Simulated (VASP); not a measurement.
# Ni (Fm-3m) in VASP: notebook

Ni is run at these levels: PBE; tasks: single point.

All numbers are computed with VASP 6.6.1; they aren't measurements. Logs are shortened: lines on timing, memory, paths and dates and some standing lists are left out, and cuts for length are marked.

## 1. The cell of the first run

It takes space group Fm-3m (No. 225, cubic). The conventional cell has a = 3.099 Å, b = 3.099 Å, c = 3.099 Å, α = 90.00°, β = 90.00°, γ = 90.00°. Ni (site symmetry m-3m) has 12 Ni at 2.19 Å within 2.9 Å.

## 2. Single point, PBE, collinear spin, ferromagnetic start

Contents of INCAR:

```
PREC     = Accurate       # precision mode
ENCUT    = 520            # plane-wave cutoff, eV
EDIFF    = 1E-6           # SCF threshold, eV
ISMEAR   = -1             # smearing method
SIGMA    = 0.08           # smearing width, eV
LREAL    = False          # projectors in reciprocal space
LASPH    = True           # aspherical terms in the spheres
NELM     = 150            # most SCF steps
ALGO     = Normal         # electronic algorithm
ISIF     = 2              # what is computed and relaxed
LWAVE    = False          # write WAVECAR
LCHARG   = False          # write CHGCAR
ISPIN    = 2              # spin polarisation
MAGMOM   = 1              # initial moments
LORBIT   = 11             # projections on sites
LMAXMIX  = 4              # l up to which the mixer works
GGA      = PE             # functional
NBANDS   = 15             # bands
```

Contents of KPOINTS:

```
regular mesh
0
Gamma
  21 21 21
```

Contents of POSCAR:

```
Ni
1.0
    0.0000000000      1.5493344509      1.5493344509
    1.5493344509      0.0000000000      1.5493344509
    1.5493344509      1.5493344509      0.0000000000
Ni
1
Direct
    0.0000000000      0.0000000000      0.0000000000
```

Potentials or basis: VASP PAW PBE potentials, release 64 (Ni).

Command:

```
> cat potpaw_PBE.64/Ni/POTCAR > POTCAR
> mpirun -np 1 vasp_std > vasp.out
```

OUTCAR:

```text
PREC = Accurate
   ENCUT = 520
   EDIFF = 1E-6
   ISMEAR = -1
   LREAL = False
   LASPH = True
   NELM = 150
   ISIF = 2
   ISPIN = 2
   LORBIT = 11
   GGA = PE

 ion  position               nearest neighbor table
   1  0.000  0.000  0.000-

  LATTYP: Found a face centered cubic cell.
 ALAT       =     3.0986689018

  Lattice vectors:

 A1 = (   0.0000000000,   1.5493344509,   1.5493344509)
 A2 = (   1.5493344509,   0.0000000000,   1.5493344509)
 A3 = (   1.5493344509,   1.5493344509,   0.0000000000)

Analysis of symmetry for initial positions (statically):
=====================================================================
 Subroutine PRICEL returns:
 Original cell was already a primitive cell.

 Routine SETGRP: Setting up the symmetry group for a
 face centered cubic supercell.

 Subroutine GETGRP returns: Found 48 space group operations
 (whereof 48 operations were pure point group operations)
 out of a pool of 48 trial point group operations.

The static configuration has the point symmetry O_h .

Analysis of symmetry for dynamics (positions and initial velocities):
=====================================================================
 Subroutine PRICEL returns:
 Original cell was already a primitive cell.

 Routine SETGRP: Setting up the symmetry group for a
 face centered cubic supercell.

 Subroutine GETGRP returns: Found 48 space group operations
 (whereof 48 operations were pure point group operations)
 out of a pool of 48 trial point group operations.

The dynamic configuration has the point symmetry O_h .

Analysis of structural, dynamic, and magnetic symmetry:
=====================================================================
 Subroutine PRICEL returns:
 Original cell was already a primitive cell.

 Routine SETGRP: Setting up the symmetry group for a
 face centered cubic supercell.

 Subroutine GETGRP returns: Found 48 space group operations
 (whereof 48 operations were pure point group operations)
 out of a pool of 48 trial point group operations.

The overall configuration has the point symmetry O_h .

 Subroutine INISYM returns: Found 48 space group operations
 (whereof 48 operations are pure point group operations),
 and found     1 'primitive' translations

----------------------------------------------------------------------------------------

                                     Primitive cell

  volume of cell :       7.4382

  direct lattice vectors                    reciprocal lattice vectors
     0.000000000  1.549334451  1.549334451    -0.322719216  0.322719216  0.322719216
     1.549334451  0.000000000  1.549334451     0.322719216 -0.322719216  0.322719216
     1.549334451  1.549334451  0.000000000     0.322719216  0.322719216 -0.322719216

  length of vectors
     2.191089793  2.191089793  2.191089793     0.558966079  0.558966079  0.558966079

  position of ions in fractional coordinates (direct lattice)
     0.000000000  0.000000000  0.000000000

  ion indices of the primitive-cell ions
   primitive index   ion index
                 1           1

----------------------------------------------------------------------------------------

 KPOINTS: regular mesh

Automatic generation of k-mesh.
 Grid dimensions read from file:
 generate k-points for:   21   21   21

 Generating k-lattice:

  Cartesian coordinates                     Fractional coordinates (reciprocal lattice)
    -0.015367582  0.015367582  0.015367582     0.047619048  0.000000000  0.000000000
     0.015367582 -0.015367582  0.015367582     0.000000000  0.047619048  0.000000000
     0.015367582  0.015367582 -0.015367582     0.000000000  0.000000000  0.047619048

  Length of vectors
     0.026617432  0.026617432  0.026617432

  Shift w.r.t. Gamma in fractional coordinates (k-lattice)
     0.000000000  0.000000000  0.000000000

 Subroutine IBZKPT returns following result:
 ===========================================

 Found    286 irreducible k-points:

 Following reciprocal coordinates:
            Coordinates               Weight
  0.000000  0.000000  0.000000      1.000000
  0.047619  0.000000  0.000000      8.000000
  0.095238  0.000000  0.000000      8.000000
  0.142857  0.000000  0.000000      8.000000
  0.190476  0.000000  0.000000      8.000000
  0.238095  0.000000  0.000000      8.000000
[... 16 lines left out ...]
 -0.428571  0.047619  0.000000     24.000000
 -0.380952  0.047619  0.000000     24.000000
 [... further k-points ...]
   k-points           NKPTS =    286   k-points in BZ     NKDIM =    286   number of bands    NBANDS=     15
   number of dos      NEDOS =    301   number of ions     NIONS =      1
   total plane-waves  NPLWV =   4096
   dimension x,y,z NGX =    16 NGY =   16 NGZ =   16
   dimension x,y,z NGXF=    32 NGYF=   32 NGZF=   32
   ions per type =               1
   NGX,Y,Z   is equivalent  to a cutoff of  12.14, 12.14, 12.14 a.u.
   NGXF,Y,Z  is equivalent  to a cutoff of  24.28, 24.28, 24.28 a.u.
 SYSTEM =  unknown system
   PREC   = accura    normal or accurate (medium, high low for compatibility)
   ISTART =      0    job   : 0-new  1-cont  2-samecut
   ICHARG =      2    charge: 1-file 2-atom 10-const
   ISPIN  =      2    spin polarized calculation?
   LNONCOLLINEAR =      F non collinear calculations
   LSORBIT =      F    spin-orbit coupling
   LASPH  =      T    aspherical Exc in radial PAW
   ENCUT  =  520.0 eV  38.22 Ry    6.18 a.u.   4.07  4.07  4.07*2*pi/ulx,y,z
   NELM   =    150;   NELMIN=  2; NELMDL= -5     # of ELM steps
   EDIFF  = 0.1E-05   stopping-criterion for ELM
   LREAL  =      F    real-space projection
   EDIFFG = 0.1E-04   stopping-criterion for IOM
   NSW    =      0    number of steps for IOM
   IBRION =     -1    ionic relax: 0-MD 1-quasi-New 2-CG
   NFREE  =      0    steps in history (QN), initial steepest desc. (CG)
   ISIF   =      2    stress and relaxation
   ISYM   =      2    0-nonsym 1-usesym 2-fastsym
   POTIM  = 0.5000    time-step for ionic-motion
   TEBEG  =    0.0;   TEEND  =   0.0 temperature during run
   PSTRESS=    0.0 pullay stress
   NELECT =      10.0000    total number of electrons
   NUPDOWN=      -1.0000    fix difference up-down
   EMIN   =  10.00;   EMAX   =-10.00  energy-range for DOS
   EFERMI =   0.00;   METHOD = LEGACY
   ISMEAR =    -1;   SIGMA  =   0.08  broadening in eV -4-tet -1-fermi 0-gaus
   EFERMI_NEDOS =   21; number of points for ismear=-14 and -15
   IALGO  =     38    algorithm
   IMIX   =      4    mixing-type and parameters
     AMIX     =   0.40;   BMIX     =  1.00
     AMIX_MAG =   1.60;   BMIX_MAG =  1.00
  volume/ion in A,a.u.               =       7.44        50.20
  Fermi-wavevector in a.u.,A,eV,Ry     =   1.806840  3.414432 44.418534  3.264670
  Thomas-Fermi vector in A             =   2.866248
   LORBIT       =     11    0 simple, 1 ext, 2 COOP (PROOUT), +10 PAW based schemes
   GGA     = PE    functional components
   LHFCALC =     F    Hartree Fock is set to
   AEXX    =    0.0000 exact exchange contribution
   IVDW    =     0    specifies the selected vdW correction
   LEPSILON=     F    determine dielectric tensor
   LRPA    =     F    only Hartree local field effects (RPA)
 spin polarized calculation
  energy-cutoff  :      520.00
  volume of cell :        7.44
 maximum number of plane-waves:       208
   NGX =  9   NGY =  9   NGZ =  9

 number of electron      10.0000003 magnetization       0.5201315

 Free energy of the ion-electron system (eV)
  ---------------------------------------------------
  ext. energy  EPLUGINS =         0.00000000
  ---------------------------------------------------
  free energy    TOTEN  =        -4.08265331 eV

  energy without entropy =       -4.05744326  energy(sigma->0) =       -4.07004828

 E-fermi :  16.0090     XC(G=0): -15.6614

 val. band max:       16.0046860701   @ k =  -0.3333   0.0476   0.0000
 cond. band min:      16.0103912624   @ k =  -0.3810   0.3333   0.0000
 fundamental gap:      0.0057051923
 Fermi energy:        16.0089884736

 spin component 1

 k-point     1 :       0.0000    0.0000    0.0000
  band No.  band energies     occupation
      1       4.0516      1.00000
      2      12.3440      1.00000
      3      12.3440      1.00000
      4      12.3440      1.00000
      5      14.3468      1.00000
      6      14.3468      1.00000
      7      42.7721      0.00000
      8      49.8044      0.00000
      9      49.8044      0.00000
     10      49.8044      0.00000
     11      55.2986      0.00000
     12      55.2986      0.00000
     13      55.2986      0.00000
     14      56.1684      0.00000
     15      60.5717      0.00000
[... 397 lines left out ...]
 k-point    24 :      -0.3810    0.0476    0.0000
  band No.  band energies     occupation
      1       8.5420      1.00000
      2      12.3403      1.00000
      3      12.4368      1.00000
      4      13.3063      1.00000
      5      15.1817      0.99997
      6      15.7768      0.94794
      7      27.5503      0.00000
      8      41.2475      0.00000
      9      46.4592      0.00000
     10      49.0352      0.00000
     11      51.2164      0.00000
     12      52.9671      0.00000
     13      58.5962      0.00000
     14      61.9858      0.00000
     15      69.5864      0.00000

 [... further k-points ...]

 spin component 2

 k-point     1 :       0.0000    0.0000    0.0000
  band No.  band energies     occupation
      1       4.0577      1.00000
      2      12.9619      1.00000
      3      12.9619      1.00000
      4      12.9619      1.00000
      5      14.8441      1.00000
      6      14.8441      1.00000
      7      42.7026      0.00000
      8      49.7883      0.00000
      9      49.7883      0.00000
     10      49.7883      0.00000
     11      55.4314      0.00000
     12      55.4314      0.00000
     13      55.4314      0.00000
     14      56.1599      0.00000
     15      61.8037      0.00000
[... 397 lines left out ...]
 k-point    24 :      -0.3810    0.0476    0.0000
  band No.  band energies     occupation
      1       8.8372      1.00000
      2      12.8406      1.00000
      3      12.9489      1.00000
      4      13.5218      1.00000
      5      15.8090      0.92416
      6      16.3492      0.01402
      7      27.8564      0.00000
      8      41.2068      0.00000
      9      46.5563      0.00000
     10      49.1392      0.00000
     11      51.2956      0.00000
     12      53.0302      0.00000
     13      59.1697      0.00000
     14      62.7419      0.00000
     15      69.7233      0.00000

 [... further k-points ...]
[... 5 lines left out ...]
  --------------------------------------------------------------------------------------
  -------------------------------------------------------------------------------------
  Total        8.7603201      8.7603201      8.7603201      0.0000000      0.0000000     -0.0000000
  in kB     1886.9701334   1886.9701334   1886.9701334      0.0000000      0.0000000     -0.0000000
  external PRESSURE =    1886.9701334 kB  Pullay stress =       0.0000000 kB

 VOLUME and BASIS-vectors are now :
 -----------------------------------------------------------------------------
  energy-cutoff  :      520.00
  volume of cell :        7.44
      direct lattice vectors                 reciprocal lattice vectors
     0.000000000  1.549334451  1.549334451    -0.322719216  0.322719216  0.322719216
     1.549334451  0.000000000  1.549334451     0.322719216 -0.322719216  0.322719216
     1.549334451  1.549334451  0.000000000     0.322719216  0.322719216 -0.322719216

 POSITION                                       TOTAL-FORCE (eV/Angst)
 -----------------------------------------------------------------------------------
      0.00000      0.00000      0.00000         0.000000     -0.000000      0.000000
 -----------------------------------------------------------------------------------
    total drift:                                0.000000      0.000000      0.000000

  FREE ENERGIE OF THE ION-ELECTRON SYSTEM (eV)
  ---------------------------------------------------
  free  energy   TOTEN  =        -4.0826533068 eV

  energy  without entropy=       -4.0574432559  energy(sigma->0) =       -4.07004828

 total charge

# of ion       s       p       d       tot
------------------------------------------
    1        0.710   0.955   8.648  10.313

 magnetization (x)

# of ion       s       p       d       tot
------------------------------------------
    1       -0.006  -0.023   0.530   0.501
```

It took 30 s on 1 thread of AMD EPYC 9R45 (Zen 5), shared host; peak memory 0.12 GiB.

What came out:

* Free energy: -4.0827 eV
* Pressure: 188.7 GPa
* Net moment: 0.52 μB per cell
* Site moments: Ni +0.50 μB

Levels at points of the mesh, in eV from the Fermi level:
Spin up:
```csv
k point,band 2,band 3,band 4,band 5,band 6,band 7,band 8,band 9
"(0.00, 0.00, 0.00)",-3.66,-3.66,-3.66,-1.66,-1.66,26.76,33.80,33.80
```
Spin down:
```tsv
k point	band 3	band 4	band 5	band 6	band 7	band 8
(0.00, 0.00, 0.00)	-3.05	-3.05	-1.16	-1.16	26.69	33.78
```

Caveat: the cell stands under pressure.

(Part 1 of 2 ends here.)
